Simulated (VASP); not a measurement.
# KTlCr2F6 (Fm-3m) in VASP: a series of runs

Aim: see how the results for KTlCr2F6 move with the level of theory and the settings. Levels: r2SCAN, r2SCAN+D3(BJ). Tasks: single point.

Program: VASP 6.6.1. These are calculated values, not measurements. Logs are shortened: lines on timing, memory, paths and dates and some standing lists are left out, and cuts for length are marked.

### 1 The cell of the first run

Symmetry: Fm-3m, No. 225, cubic system. The conventional cell has a = 8.222 Å, b = 8.222 Å, c = 8.222 Å, α = 90.00°, β = 90.00°, γ = 90.00°. Within 2.6 Å of F (site symmetry 4mm) lie 1 Tl at 1.93 Å and 1 K at 2.18 Å. Within 2.9 Å of K (site symmetry m-3m) lie 6 F at 2.18 Å. Within 3.8 Å of Cr (site symmetry -43m) lie 12 F at 2.91 Å and 4 K at 3.56 Å and 4 Tl at 3.56 Å. Within 2.6 Å of Tl (site symmetry m-3m) lie 6 F at 1.93 Å.

### 2 Single point, r2SCAN

POSCAR reads:

```
KTlCr2F6
1.0
    0.0000000000      4.1112300000      4.1112300000
    4.1112300000      0.0000000000      4.1112300000
    4.1112300000      4.1112300000      0.0000000000
F K Cr Tl
6 1 2 1
Direct
    0.7650000000      0.2350000000      0.2350000000
    0.2350000000      0.7650000000      0.2350000000
    0.2350000000      0.7650000000      0.7650000000
    0.7650000000      0.2350000000      0.7650000000
    0.2350000000      0.2350000000      0.7650000000
    0.7650000000      0.7650000000      0.2350000000
    0.5000000000      0.5000000000      0.5000000000
    0.2500000000      0.2500000000      0.2500000000
    0.7500000000      0.7500000000      0.7500000000
    0.0000000000      0.0000000000      0.0000000000
```

INCAR.step1 reads:

```
SYSTEM = KTlCr2F6
  ALGO = Normal
  EDIFF = 1E-4
  ENCUT = 520
  GGA = PE
  ISMEAR = -1
  LASPH = .True.
  LCHARG = .False.
  LREAL = .False.
  LWAVE = .True.
  NBANDS = 55
  NELM = 100
  PREC = Accurate
  SIGMA = 0.0699
```

INCAR.step2 reads:

```
SYSTEM = KTlCr2F6
  ALGO = Normal
  EDIFF = 1E-6
  ENCUT = 520
  ISIF = 2
  ISMEAR = -1
  ISTART = 1
  LASPH = .True.
  LCHARG = .True.
  LELF = .True.
  LMIXTAU = .True.
  LREAL = .False.
  LVHAR = .True.
  LWAVE = .False.
  METAGGA = R2SCAN
  NBANDS = 55
  NELM = 100
  PREC = Accurate
  SIGMA = 0.0699
```

KPOINTS reads:

```
k-points
0
Gamma
  4 4 4
  0 0 0
```

Potentials or basis: VASP PAW PBE potentials, release 64 (F, K_sv, Cr_pv, Tl_d).

Started as:

```console
> cat potpaw_PBE.64/F/POTCAR potpaw_PBE.64/K_sv/POTCAR potpaw_PBE.64/Cr_pv/POTCAR potpaw_PBE.64/Tl_d/POTCAR > POTCAR
> cp INCAR.step1 INCAR
> mpirun -np 1 vasp_std > vasp.out
> cp INCAR.step2 INCAR
> mpirun -np 1 vasp_std > vasp.out
```

OUTCAR:

```text
SYSTEM = KTlCr2F6
   EDIFF = 1E-6
   ENCUT = 520
   ISIF = 2
   ISMEAR = -1
   ISTART = 1
   LASPH = .True.
   LREAL = .False.
   METAGGA = R2SCAN
   NELM = 100
   PREC = Accurate

 ion  position               nearest neighbor table
   1  0.765  0.235  0.235-  10 1.93   7 2.18
   2  0.235  0.765  0.235-  10 1.93   7 2.18
   3  0.235  0.765  0.765-  10 1.93   7 2.18
   4  0.765  0.235  0.765-  10 1.93   7 2.18
   5  0.235  0.235  0.765-  10 1.93   7 2.18
   6  0.765  0.765  0.235-  10 1.93   7 2.18
   7  0.500  0.500  0.500-   1 2.18   2 2.18   3 2.18   4 2.18   5 2.18   6 2.18
   8  0.250  0.250  0.250-  10 3.56  10 3.56  10 3.56  10 3.56
   9  0.750  0.750  0.750-  10 3.56  10 3.56  10 3.56  10 3.56
  10  0.000  0.000  0.000-   1 1.93   2 1.93   3 1.93   4 1.93   5 1.93   6 1.93   8 3.56   9 3.56
                             9 3.56   9 3.56   9 3.56   8 3.56   8 3.56   8 3.56

  LATTYP: Found a face centered cubic cell.
 ALAT       =     8.2224600000

  Lattice vectors:

 A1 = (   0.0000000000,   4.1112300000,   4.1112300000)
 A2 = (   4.1112300000,   0.0000000000,   4.1112300000)
 A3 = (   4.1112300000,   4.1112300000,   0.0000000000)

Analysis of symmetry for initial positions (statically):
=====================================================================
 Subroutine PRICEL returns:
 Original cell was already a primitive cell.

 Routine SETGRP: Setting up the symmetry group for a
 face centered cubic supercell.

 Subroutine GETGRP returns: Found 48 space group operations
 (whereof 48 operations were pure point group operations)
 out of a pool of 48 trial point group operations.

The static configuration has the point symmetry O_h .

Analysis of symmetry for dynamics (positions and initial velocities):
=====================================================================
 Subroutine PRICEL returns:
 Original cell was already a primitive cell.

 Routine SETGRP: Setting up the symmetry group for a
 face centered cubic supercell.

 Subroutine GETGRP returns: Found 48 space group operations
 (whereof 48 operations were pure point group operations)
 out of a pool of 48 trial point group operations.

The dynamic configuration has the point symmetry O_h .

 Subroutine INISYM returns: Found 48 space group operations
 (whereof 48 operations are pure point group operations),
 and found     1 'primitive' translations

----------------------------------------------------------------------------------------

                                     Primitive cell

  volume of cell :     138.9778

  direct lattice vectors                    reciprocal lattice vectors
     0.000000000  4.111230000  4.111230000    -0.121618105  0.121618105  0.121618105
     4.111230000  0.000000000  4.111230000     0.121618105 -0.121618105  0.121618105
     4.111230000  4.111230000  0.000000000     0.121618105  0.121618105 -0.121618105

  length of vectors
     5.814157224  5.814157224  5.814157224     0.210648736  0.210648736  0.210648736

  position of ions in fractional coordinates (direct lattice)
     0.765000000  0.235000000  0.235000000
     0.235000000  0.765000000  0.235000000
     0.235000000  0.765000000  0.765000000
     0.765000000  0.235000000  0.765000000
     0.235000000  0.235000000  0.765000000
     0.765000000  0.765000000  0.235000000
     0.500000000  0.500000000  0.500000000
     0.250000000  0.250000000  0.250000000
     0.750000000  0.750000000  0.750000000
     0.000000000  0.000000000  0.000000000

  ion indices of the primitive-cell ions
   primitive index   ion index
                 1           1
                 2           2
                 3           3
                 4           4
                 5           5
                 6           6
                 7           7
                 8           8
                 9           9
                10          10

----------------------------------------------------------------------------------------

 KPOINTS: k-points

Automatic generation of k-mesh.
 Grid dimensions read from file:
 generate k-points for:    4    4    4

 Generating k-lattice:

  Cartesian coordinates                     Fractional coordinates (reciprocal lattice)
    -0.030404526  0.030404526  0.030404526     0.250000000  0.000000000  0.000000000
     0.030404526 -0.030404526  0.030404526     0.000000000  0.250000000  0.000000000
     0.030404526  0.030404526 -0.030404526     0.000000000  0.000000000  0.250000000

  Length of vectors
     0.052662184  0.052662184  0.052662184

  Shift w.r.t. Gamma in fractional coordinates (k-lattice)
     0.000000000  0.000000000  0.000000000

 Subroutine IBZKPT returns following result:
 ===========================================

 Found      8 irreducible k-points:

 Following reciprocal coordinates:
            Coordinates               Weight
  0.000000  0.000000  0.000000      1.000000
  0.250000  0.000000  0.000000      8.000000
  0.500000  0.000000  0.000000      4.000000
  0.250000  0.250000  0.000000      6.000000
  0.500000  0.250000  0.000000     24.000000
 -0.250000  0.250000  0.000000     12.000000
  0.500000  0.500000  0.000000      3.000000
 -0.250000  0.500000  0.250000      6.000000
   k-points           NKPTS =      8   k-points in BZ     NKDIM =      8   number of bands    NBANDS=     55
   number of dos      NEDOS =    301   number of ions     NIONS =     10
   total plane-waves  NPLWV = 110592
   dimension x,y,z NGX =    48 NGY =   48 NGZ =   48
   dimension x,y,z NGXF=    96 NGYF=   96 NGZF=   96
   ions per type =               6   1   2   1
   NGX,Y,Z   is equivalent  to a cutoff of  13.72, 13.72, 13.72 a.u.
   NGXF,Y,Z  is equivalent  to a cutoff of  27.45, 27.45, 27.45 a.u.
 SYSTEM =  KTlCr2F6
   PREC   = accura    normal or accurate (medium, high low for compatibility)
   ISTART =      1    job   : 0-new  1-cont  2-samecut
   ICHARG =      0    charge: 1-file 2-atom 10-const
   ISPIN  =      1    spin polarized calculation?
   LNONCOLLINEAR =      F non collinear calculations
   LSORBIT =      F    spin-orbit coupling
   LASPH  =      T    aspherical Exc in radial PAW
   ENCUT  =  520.0 eV  38.22 Ry    6.18 a.u.  10.81 10.81 10.81*2*pi/ulx,y,z
   NELM   =    100;   NELMIN=  2; NELMDL=  0     # of ELM steps
   EDIFF  = 0.1E-05   stopping-criterion for ELM
   LREAL  =      F    real-space projection
   EDIFFG = 0.1E-04   stopping-criterion for IOM
   NSW    =      0    number of steps for IOM
   IBRION =     -1    ionic relax: 0-MD 1-quasi-New 2-CG
   NFREE  =      0    steps in history (QN), initial steepest desc. (CG)
   ISIF   =      2    stress and relaxation
   ISYM   =      2    0-nonsym 1-usesym 2-fastsym
   POTIM  = 0.5000    time-step for ionic-motion
   TEBEG  =    0.0;   TEEND  =   0.0 temperature during run
   PSTRESS=    0.0 pullay stress
   NELECT =      88.0000    total number of electrons
   NUPDOWN=      -1.0000    fix difference up-down
   EMIN   =  10.00;   EMAX   =-10.00  energy-range for DOS
   EFERMI =   0.00;   METHOD = LEGACY
   ISMEAR =    -1;   SIGMA  =   0.07  broadening in eV -4-tet -1-fermi 0-gaus
   EFERMI_NEDOS =   21; number of points for ismear=-14 and -15
   IALGO  =     38    algorithm
   IMIX   =      4    mixing-type and parameters
     AMIX     =   0.40;   BMIX     =  1.00
     AMIX_MAG =   1.60;   BMIX_MAG =  1.00
  volume/ion in A,a.u.               =      13.90        93.79
  Fermi-wavevector in a.u.,A,eV,Ry     =   1.405791  2.656559 26.888473  1.976247
  Thomas-Fermi vector in A             =   2.528216
   LORBIT       =      0    0 simple, 1 ext, 2 COOP (PROOUT), +10 PAW based schemes
   METAGGA = R2SCAN    functional components
   LHFCALC =     F    Hartree Fock is set to
   AEXX    =    0.0000 exact exchange contribution
   IVDW    =     0    specifies the selected vdW correction
   LEPSILON=     F    determine dielectric tensor
   LRPA    =     F    only Hartree local field effects (RPA)
 non-spin polarized calculation
  energy-cutoff  :      520.00
  volume of cell :      138.98
 maximum number of plane-waves:      3759
 NGX is ok and might be reduce to    48
   NGX = 21   NGY = 21   NGZ = 21

 number of electron      87.9999997 magnetization

 Free energy of the ion-electron system (eV)
  ---------------------------------------------------
  ext. energy  EPLUGINS =         0.00000000
  ---------------------------------------------------
  free energy    TOTEN  =      -109.56266281 eV

  energy without entropy =     -109.31459467  energy(sigma->0) =     -109.43862874

 E-fermi :   4.9228     XC(G=0): -10.6813

 val. band max:        4.9156185360   @ k =   0.5000   0.0000   0.0000
 cond. band min:       4.9268244312   @ k =   0.2500   0.2500   0.0000
 fundamental gap:      0.0112058951
 Fermi energy:         4.9228197235

 k-point     1 :       0.0000    0.0000    0.0000
  band No.  band energies     occupation
      1     -39.6928      2.00000
      2     -39.6927      2.00000
      3     -39.6913      2.00000
      4     -39.6913      2.00000
      5     -39.6911      2.00000
      6     -39.6897      2.00000
[... 47 lines left out ...]
     54      10.4603      0.00000
     55      10.4604      0.00000

 k-point     2 :       0.2500    0.0000    0.0000
  band No.  band energies     occupation
      1     -39.6926      2.00000
      2     -39.6925      2.00000
      3     -39.6915      2.00000
      4     -39.6914      2.00000
      5     -39.6911      2.00000
      6     -39.6900      2.00000
[... 47 lines left out ...]
     54      10.4420      0.00000
     55      10.7238      0.00000

 k-point     3 :       0.5000    0.0000    0.0000
  band No.  band energies     occupation
      1     -39.6921      2.00000
      2     -39.6921      2.00000
      3     -39.6919      2.00000
      4     -39.6919      2.00000
      5     -39.6905      2.00000
      6     -39.6905      2.00000
[... 47 lines left out ...]
     54      10.5851      0.00000
     55      11.1273      0.00000

 k-point     4 :       0.2500    0.2500    0.0000
  band No.  band energies     occupation
      1     -39.6929      2.00000
      2     -39.6928      2.00000
      3     -39.6912      2.00000
      4     -39.6911      2.00000
      5     -39.6907      2.00000
      6     -39.6904      2.00000
[... 47 lines left out ...]
     54       9.8132      0.00000
     55      11.1179      0.00000

 k-point     5 :       0.5000    0.2500    0.0000
  band No.  band energies     occupation
      1     -39.6928      2.00000
      2     -39.6926      2.00000
      3     -39.6914      2.00000
      4     -39.6913      2.00000
      5     -39.6913      2.00000
      6     -39.6897      2.00000
[... 47 lines left out ...]
     54       9.6863      0.00000
     55      10.7658      0.00000

 k-point     6 :      -0.2500    0.2500    0.0000
  band No.  band energies     occupation
      1     -39.6922      2.00000
      2     -39.6920      2.00000
      3     -39.6920      2.00000
      4     -39.6919      2.00000
      5     -39.6915      2.00000
      6     -39.6896      2.00000
[... 47 lines left out ...]
     54      10.6407      0.00000
     55      10.6572      0.00000

 k-point     7 :       0.5000    0.5000    0.0000
  band No.  band energies     occupation
      1     -39.6930      2.00000
      2     -39.6929      2.00000
      3     -39.6917      2.00000
      4     -39.6911      2.00000
      5     -39.6910      2.00000
      6     -39.6894      2.00000
[... 47 lines left out ...]
     54       9.2234      0.00000
     55      10.3317      0.00000

 k-point     8 :      -0.2500    0.5000    0.2500
  band No.  band energies     occupation
      1     -39.6931      2.00000
      2     -39.6920      2.00000
      3     -39.6919      2.00000
      4     -39.6916      2.00000
      5     -39.6910      2.00000
      6     -39.6895      2.00000
[... 47 lines left out ...]
     54      10.6111      0.00000
     55      10.6113      0.00000

------------------------ aborting loop because EDIFF is reached ----------------------------------------

  FORCE on cell =-STRESS in cart. coord.  units (eV):
  Direction    XX          YY          ZZ          XY          YZ          ZX
  --------------------------------------------------------------------------------------
  -------------------------------------------------------------------------------------
  Total       30.3815646     30.3815646     30.3815646     -0.0000000     -0.0000000      0.0000000
  in kB      350.2477883    350.2477883    350.2477883     -0.0000000     -0.0000000      0.0000000
  external PRESSURE =     350.2477883 kB  Pullay stress =       0.0000000 kB

 VOLUME and BASIS-vectors are now :
 -----------------------------------------------------------------------------
  energy-cutoff  :      520.00
  volume of cell :      138.98
      direct lattice vectors                 reciprocal lattice vectors
     0.000000000  4.111230000  4.111230000    -0.121618105  0.121618105  0.121618105
     4.111230000  0.000000000  4.111230000     0.121618105 -0.121618105  0.121618105
     4.111230000  4.111230000  0.000000000     0.121618105  0.121618105 -0.121618105

 POSITION                                       TOTAL-FORCE (eV/Angst)
 -----------------------------------------------------------------------------------
      1.93228      4.11123      4.11123         3.847717     -0.000000     -0.000000
      4.11123      1.93228      4.11123         0.000000      3.847717     -0.000000
      6.29018      4.11123      4.11123        -3.847717     -0.000000     -0.000000
      4.11123      6.29018      4.11123         0.000000     -3.847717     -0.000000
      4.11123      4.11123      1.93228         0.000000     -0.000000      3.847717
      4.11123      4.11123      6.29018         0.000000     -0.000000     -3.847717
      4.11123      4.11123      4.11123        -0.000000     -0.000000     -0.000000
      2.05561      2.05561      2.05561         0.000000      0.000000     -0.000000
      6.16685      6.16685      6.16685        -0.000000     -0.000000      0.000000
      0.00000      0.00000      0.00000         0.000000     -0.000000     -0.000000
 -----------------------------------------------------------------------------------
    total drift:                               -0.000000     -0.000000     -0.000000

  FREE ENERGIE OF THE ION-ELECTRON SYSTEM (eV)
  ---------------------------------------------------
  free  energy   TOTEN  =      -109.5626628147 eV

  energy  without entropy=     -109.3145946656  energy(sigma->0) =     -109.43862874
```

Wall time 13 min (1 thread of AMD EPYC 7R43 (Zen 3), shared host); peak memory 0.35 GiB.

Results:

```yaml
Free_energy: -109.5627 eV
Pressure: 35.0 GPa
Largest_force: 3.848 eV/Å
Band_gap_on_the_k_mesh: zero (band 44 reaches 5.03 eV, above the bottom of band 45 at 4.89 eV)
```

Forces on the atoms (eV/Å):
```
F    3.848  0.000  0.000
F    0.000  3.848  0.000
F   -3.848  0.000  0.000
F    0.000 -3.848  0.000
F    0.000  0.000  3.848
F    0.000  0.000 -3.848
K    0.000  0.000  0.000
Cr   0.000  0.000  0.000
Cr   0.000  0.000  0.000
Tl   0.000  0.000  0.000
```

Caveat: the PAW data sets were made with another functional, which shifts forces and pressure a little; spin-orbit coupling is left out, which moves the levels of the heavy elements; the run has no spin polarisation, though such a crystal can be magnetic; semilocal functionals often make such compounds metallic where correlation or magnetic order opens a gap, which also shifts bond lengths.

### 3 Single point, r2SCAN+D3(BJ)

POSCAR is that of step 2.

INCAR.step1 reads:

```
SYSTEM = KTlCr2F6
ALGO = Normal
EDIFF = 1E-4
ENCUT = 520
GGA = PE
ISMEAR = -1
LASPH = .True.
LCHARG = .False.
LREAL = .False.
LWAVE = .True.
NBANDS = 55
NELM = 60
PREC = Accurate
SIGMA = 0.0699
```

INCAR.step2 reads:

```
SYSTEM = KTlCr2F6
ALGO = Normal
EDIFF = 1E-7
ENCUT = 520
ISIF = 2
ISMEAR = -1
ISTART = 1
IVDW = 12
LASPH = .True.
LCHARG = .False.
LMIXTAU = .True.
LREAL = .False.
LWAVE = .False.
METAGGA = R2SCAN
NBANDS = 55
NELM = 60
PREC = Accurate
SIGMA = 0.0699
VDW_A1 = 0.49484001
VDW_A2 = 5.73083694
VDW_S6 = 1.0
VDW_S8 = 0.78981345
```

KPOINTS is that of step 2.

Potentials or basis: VASP PAW PBE potentials, release 64 (F, K_sv, Cr_pv, Tl_d).

Started as:

```console
> cat potpaw_PBE.64/F/POTCAR potpaw_PBE.64/K_sv/POTCAR potpaw_PBE.64/Cr_pv/POTCAR potpaw_PBE.64/Tl_d/POTCAR > POTCAR
> cp INCAR.step1 INCAR
> mpirun -np 1 vasp_std > vasp.out
> cp INCAR.step2 INCAR
> mpirun -np 1 vasp_std > vasp.out
```

It took 13 min on 1 thread of AMD EPYC 7R43 (Zen 3), shared host; peak memory 0.35 GiB.

It converged, with:

```
Free energy                : -110.4601 eV
Pressure                   : 34.0 GPa
Largest force              : 3.848 eV/Å
Band gap on the k mesh     : zero (band 44 reaches 5.03 eV, above the bottom of band 45 at 4.89 eV)
Dispersion energy per atom : -0.090 eV
```

Forces on the atoms (eV/Å):
```
F    3.848  0.000  0.000
F    0.000  3.848  0.000
F   -3.848  0.000  0.000
F    0.000 -3.848  0.000
F    0.000  0.000  3.848
F    0.000  0.000 -3.848
K    0.000  0.000  0.000
Cr   0.000  0.000  0.000
Cr   0.000  0.000  0.000
Tl   0.000  0.000  0.000
```

Levels at points of the mesh, in eV from the Fermi level:
```tsv
k point	band 41	band 42	band 43	band 44	band 45	band 46	band 47	band 48
(0.00, 0.00, 0.00)	-1.13	-1.13	-0.53	-0.53	-0.04	-0.04	-0.04	0.13
(0.50, 0.00, 0.00)	-0.74	-0.74	-0.74	-0.01	0.04	0.19	0.19	0.22
(0.50, 0.50, 0.00)	-0.82	-0.70	-0.47	0.02	0.15	0.32	0.32	0.33
```

Caveat: three body term missing; the PAW data sets were made with another functional, which shifts forces and pressure a little; spin-orbit coupling is left out, which moves the levels of the heavy elements; the run has no spin polarisation, though such a crystal can be magnetic; semilocal functionals often make such compounds metallic where correlation or magnetic order opens a gap, which also shifts bond lengths; pairwise dispersion overbinds metals, which lowers pressure and volume. Spin polarisation is off, so any magnetic state and its effect on volume and gap are missing.

[end of part 1 of 2]
